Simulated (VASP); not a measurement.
A run of VASP 6.6.1 is set up as follows.

Contents of INCAR:

```
PREC = Accurate ; ENCUT = 600
EDIFF = 1E-7 ; ISMEAR = 0
SIGMA = 0.1 ; LREAL = False
LASPH = True ; NELM = 80
ALGO = Normal ; ISIF = 4
LWAVE = False ; LCHARG = False
GGA = PE ; IVDW = 12
IBRION = 2 ; NSW = 50
EDIFFG = -0.01
```

KPOINTS

```
Automatic mesh
0
Gamma
  15 15 8
```

POSCAR

```
TiTe2
1.0
    3.6272527047      0.0000000000      0.0000000000
   -1.8136263524      3.1412929882      0.0000000000
    0.0000000000      0.0000000000      6.2336793871
Ti Te
1 2
Direct
    0.0000000000      0.0000000000      0.0000000000
    0.6666666667      0.3333333333      0.2751187621
    0.3333333333      0.6666666667      0.7248812379
```

Potentials or basis: VASP PAW PBE potentials, release 64 (Ti_sv, Te).

The run is started by

```sh
$ cat potpaw_PBE.64/Ti_sv/POTCAR potpaw_PBE.64/Te/POTCAR > POTCAR
$ mpirun -np 1 vasp_std > vasp.out
```

Problem. Predict the band gap on the k mesh.

Solution. Zero (bands 12 and 13 overlap by 0.88 eV).

Problem. Predict the dispersion energy per atom.

Solution. -0.556 eV.

Step by step:
| step | energy change (eV) | largest force (eV/Å) | pressure (GPa) | volume (Å³) |
| --- | --- | --- | --- | --- |
| 1 | 0.0000 | 0.2791 | 3.92 | 71.03 |
| 2 | -0.0052 | 0.1002 | 3.37 | 71.03 |
| 3 | -0.0059 | 0.0115 | 3.09 | 71.03 |
| 4 | -0.0062 | 0.0057 | 3.07 | 71.03 |
| 5 | -0.0063 | 0.0017 | 3.05 | 71.03 |

Caveat: spin-orbit coupling is left out, which moves the levels of the heavy elements.
